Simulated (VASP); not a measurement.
Set up this calculation in VASP 6.6.1, as the native input.

| Item | Value |
| --- | --- |
| Task | single point |
| Functional | r2SCAN |
| Potentials or basis | VASP PAW PBE potentials, release 64 (Si, Ge_d) |
| Cutoff | 520 eV |
| k mesh | 6 × 6 × 6 |
| Occupations | gaussian, width 0.01 eV |
| Spin | no spin polarisation |
| Dipole correction | no |
| Further INCAR settings | ALGO = Normal; EDIFF = 1e-07; NBANDS = 31 |

SiGe3:

```
Si Ge
1.0
     1.98389    1.14540    6.46719
    -1.98389    1.14540    6.46719
     0.00000   -2.29080    6.46719
Si Ge
1 3
Direct
  0.00009 0.00009 0.00009
  0.50005 0.50005 0.50005
  0.37341 0.37341 0.37341
  0.87646 0.87646 0.87646
```

These files were run (other wordings do the same):

POSCAR

```
SiGe3
1.0
    1.9838896618      1.1453992303      6.4671925845
   -1.9838896618      1.1453992303      6.4671925845
    0.0000000000     -2.2907984605      6.4671925845
Si Ge
1 3
Direct
    1.0000856422      0.0000856422      0.0000856422
    0.5000462098      0.5000462098      0.5000462098
    0.3734068851      0.3734068851      0.3734068851
    0.8764612630      0.8764612630      0.8764612630
```

INCAR.step1

```
SYSTEM = SiGe3
PREC     = Accurate       ! precision mode
ENCUT    = 520            ! plane-wave cutoff, eV
ISMEAR   = 0              ! smearing method
SIGMA    = 0.01           ! smearing width, eV
LREAL    = .False.        ! projectors in reciprocal space
LASPH    = .True.         ! aspherical terms in the spheres
NELM     = 100            ! most SCF steps
NBANDS   = 31             ! bands
GGA      = PE             ! functional
ALGO     = Normal         ! electronic algorithm
EDIFF    = 1E-4           ! SCF threshold, eV
LWAVE    = .True.         ! write WAVECAR
LCHARG   = .False.        ! write CHGCAR
```

INCAR.step2

```
SYSTEM = SiGe3
PREC     = Accurate       ! precision mode
ENCUT    = 520            ! plane-wave cutoff, eV
EDIFF    = 1E-7           ! SCF threshold, eV
ISMEAR   = 0              ! smearing method
SIGMA    = 0.01           ! smearing width, eV
LREAL    = .False.        ! projectors in reciprocal space
LASPH    = .True.         ! aspherical terms in the spheres
NELM     = 100            ! most SCF steps
ALGO     = Normal         ! electronic algorithm
ISIF     = 2              ! what is computed and relaxed
LWAVE    = .False.        ! write WAVECAR
LCHARG   = .False.        ! write CHGCAR
METAGGA  = R2SCAN         ! meta-GGA
LMIXTAU  = .True.       
NBANDS   = 31             ! bands
ISTART   = 1
```

KPOINTS

```
Automatic mesh
0
Gamma
  6 6 6
  0 0 0
```

Potentials or basis: VASP PAW PBE potentials, release 64 (Si, Ge_d).

The run is started by

```console
$ cat potpaw_PBE.64/Si/POTCAR potpaw_PBE.64/Ge_d/POTCAR > POTCAR
$ cp INCAR.step1 INCAR
$ mpirun -np 1 vasp_std > vasp.out
$ cp INCAR.step2 INCAR
$ mpirun -np 1 vasp_std > vasp.out
```

Results of the run:

The pressure is 0.0 GPa. The largest force is 0.010 eV/Å and the band gap on the k mesh is 0.64 eV (least direct gap 0.67 eV).

Caveat: the PAW data sets were made with another functional, which shifts forces and pressure a little.

Run time: 9.6 min on 1 thread of Intel(R) Xeon(R) 6975P-C (Granite Rapids), on a shared host, peak memory 0.45 GiB.
